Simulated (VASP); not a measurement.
# Ta2Au (Fd-3m) in VASP: further runs

Ta2Au is run at these levels: PBE; tasks: single point, relaxation of cell and atoms.

Program: VASP 6.6.1. These are calculated values, not measurements. Logs are shortened: lines on timing, memory, paths and dates and some standing lists are left out, and cuts for length are marked.

### 1 The cell of the first run

The structure is cubic, space group Fd-3m (No. 227). Conventional cell: a = 7.678 Å, b = 7.678 Å, c = 7.678 Å, α = 90.00°, β = 90.00°, γ = 90.00°. Ta (site symmetry -3m) has 6 Ta at 2.71 Å and 6 Au at 3.18 Å within 3.6 Å. Au (site symmetry -43m) has 12 Ta at 3.18 Å and 4 Au at 3.32 Å within 4.2 Å.

### 2 Single point, PBE

Input file INCAR:

```
SYSTEM = Ta2Au
PREC = Accurate ; ENCUT = 520
EDIFF = 1E-7 ; ISMEAR = 0
SIGMA = 0.1 ; LREAL = .False.
LASPH = .True. ; NELM = 100
ALGO = Fast ; ISIF = 2
LWAVE = .False. ; LCHARG = .False.
GGA = PE ; NBANDS = 42
```

Input file KPOINTS:

```
Automatic mesh
0
Gamma
  8 8 8
  0 0 0
```

Input file POSCAR:

```
Ta2Au
1.0
    0.0000000000      3.8389042347      3.8389042347
    3.8389042347      0.0000000000      3.8389042347
    3.8389042347      3.8389042347      0.0000000000
Ta Au
4 2
Direct
    0.1250000000      0.1250000000      0.1250000000
    0.6250000000      0.1250000000      0.1250000000
    0.1250000000      0.1250000000      0.6250000000
    0.1250000000      0.6250000000      0.1250000000
    0.5000000000      0.5000000000      0.5000000000
    0.7500000000      0.7500000000      0.7500000000
```

Potentials or basis: VASP PAW PBE potentials, release 64 (Ta_pv, Au).

Launch:

```console
> cat potpaw_PBE.64/Ta_pv/POTCAR potpaw_PBE.64/Au/POTCAR > POTCAR
> mpirun -np 1 vasp_std > vasp.out
```

OUTCAR:

```text
SYSTEM = Ta2Au
   PREC = Accurate
   ENCUT = 520
   EDIFF = 1E-7
   ISMEAR = 0
   LREAL = .False.
   LASPH = .True.
   NELM = 100
   ISIF = 2
   GGA = PE

 ion  position               nearest neighbor table
   1  0.125  0.125  0.125-   2 2.71   3 2.71   4 2.71   3 2.71   4 2.71   2 2.71   6 3.18   5 3.18
                             6 3.18   5 3.18   6 3.18   5 3.18
   2  0.625  0.125  0.125-   1 2.71   3 2.71   4 2.71   1 2.71   3 2.71   4 2.71   5 3.18   6 3.18
                             5 3.18   6 3.18   6 3.18   5 3.18
   3  0.125  0.125  0.625-   1 2.71   1 2.71   2 2.71   4 2.71   4 2.71   2 2.71   6 3.18   5 3.18
                             6 3.18   5 3.18   6 3.18   5 3.18
   4  0.125  0.625  0.125-   1 2.71   3 2.71   1 2.71   2 2.71   3 2.71   2 2.71   6 3.18   5 3.18
                             6 3.18   5 3.18   6 3.18   5 3.18
   5  0.500  0.500  0.500-   3 3.18   4 3.18   2 3.18   3 3.18   2 3.18   4 3.18   1 3.18   1 3.18
                             1 3.18   2 3.18   3 3.18   4 3.18   6 3.32   6 3.32   6 3.32   6 3.32
   6  0.750  0.750  0.750-   2 3.18   4 3.18   2 3.18   3 3.18   3 3.18   4 3.18   1 3.18   2 3.18
                             3 3.18   1 3.18   4 3.18   1 3.18   5 3.32   5 3.32   5 3.32   5 3.32

  LATTYP: Found a face centered cubic cell.
 ALAT       =     7.6778084694

  Lattice vectors:

 A1 = (   0.0000000000,   3.8389042347,   3.8389042347)
 A2 = (   3.8389042347,   0.0000000000,   3.8389042347)
 A3 = (   3.8389042347,   3.8389042347,   0.0000000000)

Analysis of symmetry for initial positions (statically):
=====================================================================
 Subroutine PRICEL returns:
 Original cell was already a primitive cell.

 Routine SETGRP: Setting up the symmetry group for a
 face centered cubic supercell.

 Subroutine GETGRP returns: Found 48 space group operations
 (whereof 24 operations were pure point group operations)
 out of a pool of 48 trial point group operations.

The static configuration has the point symmetry T_d .
 The point group associated with its full space group is O_h .

Analysis of symmetry for dynamics (positions and initial velocities):
=====================================================================
 Subroutine PRICEL returns:
 Original cell was already a primitive cell.

 Routine SETGRP: Setting up the symmetry group for a
 face centered cubic supercell.

 Subroutine GETGRP returns: Found 48 space group operations
 (whereof 24 operations were pure point group operations)
 out of a pool of 48 trial point group operations.

The dynamic configuration has the point symmetry T_d .
 The point group associated with its full space group is O_h .

 Subroutine INISYM returns: Found 48 space group operations
 (whereof 24 operations are pure point group operations),
 and found     1 'primitive' translations

----------------------------------------------------------------------------------------

                                     Primitive cell

  volume of cell :     113.1493

  direct lattice vectors                    reciprocal lattice vectors
     0.000000000  3.838904235  3.838904235    -0.130245500  0.130245500  0.130245500
     3.838904235  0.000000000  3.838904235     0.130245500 -0.130245500  0.130245500
     3.838904235  3.838904235  0.000000000     0.130245500  0.130245500 -0.130245500

  length of vectors
     5.429030433  5.429030433  5.429030433     0.225591823  0.225591823  0.225591823

  position of ions in fractional coordinates (direct lattice)
     0.125000000  0.125000000  0.125000000
     0.625000000  0.125000000  0.125000000
     0.125000000  0.125000000  0.625000000
     0.125000000  0.625000000  0.125000000
     0.500000000  0.500000000  0.500000000
     0.750000000  0.750000000  0.750000000

  ion indices of the primitive-cell ions
   primitive index   ion index
                 1           1
                 2           2
                 3           3
                 4           4
                 5           5
                 6           6

----------------------------------------------------------------------------------------

 KPOINTS: Automatic mesh

Automatic generation of k-mesh.
 Grid dimensions read from file:
 generate k-points for:    8    8    8

 Generating k-lattice:

  Cartesian coordinates                     Fractional coordinates (reciprocal lattice)
    -0.016280687  0.016280687  0.016280687     0.125000000  0.000000000  0.000000000
     0.016280687 -0.016280687  0.016280687     0.000000000  0.125000000  0.000000000
     0.016280687  0.016280687 -0.016280687     0.000000000  0.000000000  0.125000000

  Length of vectors
     0.028198978  0.028198978  0.028198978

  Shift w.r.t. Gamma in fractional coordinates (k-lattice)
     0.000000000  0.000000000  0.000000000

 Subroutine IBZKPT returns following result:
 ===========================================

 Found     29 irreducible k-points:

 Following reciprocal coordinates:
            Coordinates               Weight
  0.000000  0.000000  0.000000      1.000000
  0.125000  0.000000  0.000000      8.000000
  0.250000  0.000000  0.000000      8.000000
  0.375000  0.000000  0.000000      8.000000
  0.500000  0.000000  0.000000      4.000000
  0.125000  0.125000  0.000000      6.000000
[... 16 lines left out ...]
  0.500000  0.250000  0.125000     48.000000
 -0.375000  0.250000  0.125000     24.000000
 [... further k-points ...]
   k-points           NKPTS =     29   k-points in BZ     NKDIM =     29   number of bands    NBANDS=     42
   number of dos      NEDOS =    301   number of ions     NIONS =      6
   total plane-waves  NPLWV =  64000
   dimension x,y,z NGX =    40 NGY =   40 NGZ =   40
   dimension x,y,z NGXF=    80 NGYF=   80 NGZF=   80
   ions per type =               4   2
   NGX,Y,Z   is equivalent  to a cutoff of  12.25, 12.25, 12.25 a.u.
   NGXF,Y,Z  is equivalent  to a cutoff of  24.50, 24.50, 24.50 a.u.
 SYSTEM =  Ta2Au
   PREC   = accura    normal or accurate (medium, high low for compatibility)
   ISTART =      0    job   : 0-new  1-cont  2-samecut
   ICHARG =      2    charge: 1-file 2-atom 10-const
   ISPIN  =      1    spin polarized calculation?
   LNONCOLLINEAR =      F non collinear calculations
   LSORBIT =      F    spin-orbit coupling
   LASPH  =      T    aspherical Exc in radial PAW
   ENCUT  =  520.0 eV  38.22 Ry    6.18 a.u.  10.09 10.09 10.09*2*pi/ulx,y,z
   NELM   =    100;   NELMIN=  2; NELMDL= -5     # of ELM steps
   EDIFF  = 0.1E-06   stopping-criterion for ELM
   LREAL  =      F    real-space projection
   EDIFFG = 0.1E-05   stopping-criterion for IOM
   NSW    =      0    number of steps for IOM
   IBRION =     -1    ionic relax: 0-MD 1-quasi-New 2-CG
   NFREE  =      0    steps in history (QN), initial steepest desc. (CG)
   ISIF   =      2    stress and relaxation
   ISYM   =      2    0-nonsym 1-usesym 2-fastsym
   POTIM  = 0.5000    time-step for ionic-motion
   TEBEG  =    0.0;   TEEND  =   0.0 temperature during run
   PSTRESS=    0.0 pullay stress
   NELECT =      66.0000    total number of electrons
   NUPDOWN=      -1.0000    fix difference up-down
   EMIN   =  10.00;   EMAX   =-10.00  energy-range for DOS
   EFERMI =   0.00;   METHOD = LEGACY
   ISMEAR =     0;   SIGMA  =   0.10  broadening in eV -4-tet -1-fermi 0-gaus
   EFERMI_NEDOS =   21; number of points for ismear=-14 and -15
   IALGO  =     68    algorithm
   IMIX   =      4    mixing-type and parameters
     AMIX     =   0.40;   BMIX     =  1.00
     AMIX_MAG =   1.60;   BMIX_MAG =  1.00
  volume/ion in A,a.u.               =      18.86       127.26
  Fermi-wavevector in a.u.,A,eV,Ry     =   1.367851  2.584864 25.456732  1.871017
  Thomas-Fermi vector in A             =   2.493867
   LORBIT       =      0    0 simple, 1 ext, 2 COOP (PROOUT), +10 PAW based schemes
   GGA     = PE    functional components
   LHFCALC =     F    Hartree Fock is set to
   AEXX    =    0.0000 exact exchange contribution
   IVDW    =     0    specifies the selected vdW correction
   LEPSILON=     F    determine dielectric tensor
   LRPA    =     F    only Hartree local field effects (RPA)
 non-spin polarized calculation
 RMM-DIIS sequential band-by-band and
 Gauss-broadening in eV      SIGMA  =   0.10
  energy-cutoff  :      520.00
  volume of cell :      113.15
 maximum number of plane-waves:      3071
   NGX = 21   NGY = 21   NGZ = 21

 number of electron      66.0000005 magnetization

 Free energy of the ion-electron system (eV)
  ---------------------------------------------------
  ext. energy  EPLUGINS =         0.00000000
  ---------------------------------------------------
  free energy    TOTEN  =       -51.48887810 eV

  energy without entropy =      -51.46463000  energy(sigma->0) =      -51.47675405

 E-fermi :   6.5665     XC(G=0): -12.2391

 val. band max:        6.5354137466   @ k =   0.5000   0.0000   0.0000
 cond. band min:       6.5819386332   @ k =   0.5000   0.3750   0.0000
 fundamental gap:      0.0465248865
 Fermi energy:         6.5664739083

 k-point     1 :       0.0000    0.0000    0.0000
  band No.  band energies     occupation
      1     -28.8083      2.00000
      2     -28.1237      2.00000
      3     -28.1237      2.00000
      4     -28.1237      2.00000
      5     -27.9089      2.00000
      6     -27.9089      2.00000
[... 34 lines left out ...]
     41      10.2626      0.00000
     42      11.2772      0.00000

 k-point     2 :       0.1250    0.0000    0.0000
  band No.  band energies     occupation
      1     -28.7645      2.00000
      2     -28.1107      2.00000
      3     -28.1037      2.00000
      4     -28.1037      2.00000
      5     -27.8981      2.00000
      6     -27.8981      2.00000
[... 34 lines left out ...]
     41      10.2890      0.00000
     42      10.2911      0.00000

 k-point     3 :       0.2500    0.0000    0.0000
  band No.  band energies     occupation
      1     -28.6538      2.00000
      2     -28.0600      2.00000
      3     -28.0600      2.00000
      4     -28.0594      2.00000
      5     -27.8541      2.00000
      6     -27.8541      2.00000
[... 34 lines left out ...]
     41      10.2936      0.00000
     42      10.3532      0.00000

 k-point     4 :       0.3750    0.0000    0.0000
  band No.  band energies     occupation
      1     -28.5413      2.00000
      2     -28.0282      2.00000
      3     -28.0282      2.00000
      4     -27.9346      2.00000
      5     -27.7560      2.00000
      6     -27.7560      2.00000
[... 844 lines left out ...]
     41       9.7471      0.00000
     42      10.2219      0.00000

 k-point    23 :       0.5000    0.2500    0.1250
  band No.  band energies     occupation
      1     -28.4269      2.00000
      2     -28.0430      2.00000
      3     -27.9569      2.00000
      4     -27.9281      2.00000
      5     -27.7949      2.00000
      6     -27.6397      2.00000
[... 34 lines left out ...]
     41       9.8518      0.00000
     42       9.9777      0.00000

 k-point    24 :      -0.3750    0.2500    0.1250
  band No.  band energies     occupation
      1     -28.3753      2.00000
      2     -28.0112      2.00000
      3     -27.9222      2.00000
      4     -27.8503      2.00000
      5     -27.8098      2.00000
      6     -27.6370      2.00000
[... 34 lines left out ...]
     41       9.5242      0.00000
     42       9.7985      0.00000

 [... further k-points ...]

------------------------ aborting loop because EDIFF is reached ----------------------------------------

  FORCE on cell =-STRESS in cart. coord.  units (eV):
  Direction    XX          YY          ZZ          XY          YZ          ZX
  --------------------------------------------------------------------------------------
  -------------------------------------------------------------------------------------
  Total        0.0654794      0.0654794      0.0654794      0.0000000      0.0000000      0.0000000
  in kB        0.9271780      0.9271780      0.9271780      0.0000000      0.0000000      0.0000000
  external PRESSURE =       0.9271780 kB  Pullay stress =       0.0000000 kB

 VOLUME and BASIS-vectors are now :
 -----------------------------------------------------------------------------
  energy-cutoff  :      520.00
  volume of cell :      113.15
      direct lattice vectors                 reciprocal lattice vectors
     0.000000000  3.838904235  3.838904235    -0.130245500  0.130245500  0.130245500
     3.838904235  0.000000000  3.838904235     0.130245500 -0.130245500  0.130245500
     3.838904235  3.838904235  0.000000000     0.130245500  0.130245500 -0.130245500

 POSITION                                       TOTAL-FORCE (eV/Angst)
 -----------------------------------------------------------------------------------
      0.95973      0.95973      0.95973         0.000000      0.000000     -0.000000
      0.95973      2.87918      2.87918         0.000000      0.000000     -0.000000
      2.87918      2.87918      0.95973         0.000000      0.000000     -0.000000
      2.87918      0.95973      2.87918         0.000000      0.000000     -0.000000
      3.83890      3.83890      3.83890        -0.000000      0.000000      0.000000
      5.75836      5.75836      5.75836         0.000000     -0.000000     -0.000000
 -----------------------------------------------------------------------------------
    total drift:                               -0.000000     -0.000000      0.000000

  FREE ENERGIE OF THE ION-ELECTRON SYSTEM (eV)
  ---------------------------------------------------
  free  energy   TOTEN  =       -51.4888780993 eV

  energy  without entropy=      -51.4646300049  energy(sigma->0) =      -51.47675405
```

It took 91 s on 1 thread of Intel Xeon 6975P-C (Granite Rapids), shared host; peak memory 0.3 GiB.

What came out:

```
Free energy            : -51.4889 eV
Pressure               : 0.1 GPa
Band gap on the k mesh : zero (bands 33 and 34 overlap by 1.33 eV)
```

Levels at points of the mesh, in eV from the Fermi level:
```
           k point  band 30  band 31  band 32  band 33  band 34  band 35  band 36  band 37
(0.00, 0.00, 0.00)    -2.18    -1.48    -1.48    -0.07     2.59     2.59     2.59     3.41
(0.50, 0.00, 0.00)    -1.39    -0.57    -0.57    -0.41    -0.03     0.64     0.64     1.52
(0.50, 0.50, 0.00)    -0.97    -0.95    -0.95    -0.13    -0.13     0.35     0.35     1.27
```

Caveat: spin-orbit coupling is left out, which moves the levels of the heavy elements.

### 3 Relaxation of cell and atoms, PBE

This run uses another cell than the first one, of 18.93 Å³/atom.

Input file INCAR:

```
SYSTEM = Ta2Au
ALGO = Fast
EDIFF = 1E-6
EDIFFG = -0.01
ENCUT = 600
GGA = PE
IBRION = 2
ISIF = 3
ISMEAR = 0
LASPH = .TRUE.
LCHARG = .FALSE.
LREAL = .FALSE.
LWAVE = .FALSE.
NELM = 80
NSW = 100
PREC = Accurate
SIGMA = 0.1
```

Input file KPOINTS:

```
k-points
0
G
  8 8 8
  0 0 0
```

Edit POSCAR of step 2 so:

```diff
@@ -2,5 +2,5 @@
 1.0
-    0.0000000000      3.8389042347      3.8389042347
-    3.8389042347      0.0000000000      3.8389042347
-    3.8389042347      3.8389042347      0.0000000000
+    0.0000000000      3.8440875307      3.8440875307
+    3.8440875307      0.0000000000      3.8440875307
+    3.8440875307      3.8440875307      0.0000000000
 Ta Au
```

Potentials or basis: VASP PAW PBE potentials, release 64 (Ta_pv, Au).

Launch:

```console
> cat potpaw_PBE.64/Ta_pv/POTCAR potpaw_PBE.64/Au/POTCAR > POTCAR
> mpirun -np 1 vasp_std > vasp.out
```

It took 5.1 min on 1 thread of Intel Xeon 6975P-C (Granite Rapids), shared host; peak memory 0.4 GiB.

It converged, with:

* Free energy: -51.4902 eV
* Relaxed volume: 18.87 Å³/atom
* Relaxed cell: a = 5.431 Å, b = 5.431 Å, c = 5.431 Å, α = 60.00°, β = 60.00°, γ = 60.00°
* Space group after relaxing (to 0.1 Å): Fd-3m (No. 227)
* Energy gained by relaxing: 0.1 meV/atom
* Ionic steps: 3
* Pressure after relaxing: 0.0 GPa
* Band gap on the k mesh: zero (bands 33 and 34 overlap by 1.32 eV)

The path:
| step | energy change (eV) | largest force (eV/Å) | pressure (GPa) | volume (Å³) |
| --- | --- | --- | --- | --- |
| 1 | 0.0000 | 0.0000 | -0.49 | 113.61 |
| 2 | 0.0009 | 0.0000 | 0.80 | 112.67 |
| 3 | -0.0005 | 0.0000 | 0.00 | 113.25 |

Final structure:
```xyz
6
Lattice="0.0000 3.8400 3.8400 3.8400 0.0000 3.8400 3.8400 3.8400 0.0000" Properties=species:S:1:pos:R:3 pbc="T T T"
Ta    0.9600    0.9600    0.9600
Ta    0.9600    2.8800    2.8800
Ta    2.8800    2.8800    0.9600
Ta    2.8800    0.9600    2.8800
Au    3.8400    3.8400    3.8400
Au    5.7601    5.7601    5.7601
```

Levels at points of the mesh, in eV from the Fermi level:
| k point | band 31 | band 32 | band 33 | band 34 | band 35 | band 36 |
| --- | --- | --- | --- | --- | --- | --- |
| (0.00, 0.00, 0.00) | -1.48 | -1.48 | -0.07 | 2.59 | 2.59 | 2.59 |
| (0.50, 0.00, 0.00) | -0.57 | -0.57 | -0.41 | -0.03 | 0.64 | 0.64 |
| (0.50, 0.50, 0.00) | -0.95 | -0.95 | -0.13 | -0.13 | 0.35 | 0.35 |

Caveat: spin-orbit coupling is left out, which moves the levels of the heavy elements.
